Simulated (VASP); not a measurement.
The system is Ta.

```
Ta
1.0
     2.94513    0.00000    0.00000
    -1.47256    2.55056    0.00000
     0.00000    0.00000    4.80940
Ta
2
Direct
  0.33333 0.66667 0.25000
  0.66667 0.33333 0.75000
```

```yaml
Program: VASP 6.6.1
Task: relaxation of cell and atoms
Functional: LDA
Potentials_or_basis: VASP PAW LDA potentials, release 64 (Ta_pv)
Cutoff: 600 eV
k_mesh: 12 × 12 × 7
Occupations: fermi-dirac, width 0.1 eV
Spin: no spin polarisation
```

At the start: pressure -3.8 GPa; volume 18.06 Å³/atom.

Task: Where does the relaxation end?

Result: Over 10 steps the energy falls by 56.0 meV/atom and the volume is 17.75 Å³/atom (-1.8 %); space group P6_3/mmc (No. 194, to 0.05 Å).

The path:
```tsv
step	energy change (eV)	largest force (eV/Å)	pressure (GPa)	volume (Å³)
1	0.0000	0.0000	-3.85	36.13
2	-0.0493	0.0000	10.47	33.86
3	-0.0630	0.0000	5.74	34.53
4	-0.1053	0.0000	3.64	34.90
5	-0.1053	0.0000	3.57	34.92
6	-0.1101	0.0000	-1.73	35.77
7	-0.1119	0.0000	0.06	35.47
8	-0.1119	0.0000	0.01	35.48
9	-0.1119	0.0000	-0.05	35.49
10	-0.1119	0.0000	-0.07	35.49
```

Final structure:
```
CELL_PARAMETERS angstrom
2.83920 0.00000 0.00000
-1.41960 2.45882 0.00000
0.00000 0.00000 5.08423
ATOMIC_POSITIONS crystal
Ta 0.33333 0.66667 0.25000
Ta 0.66667 0.33333 0.75000
```
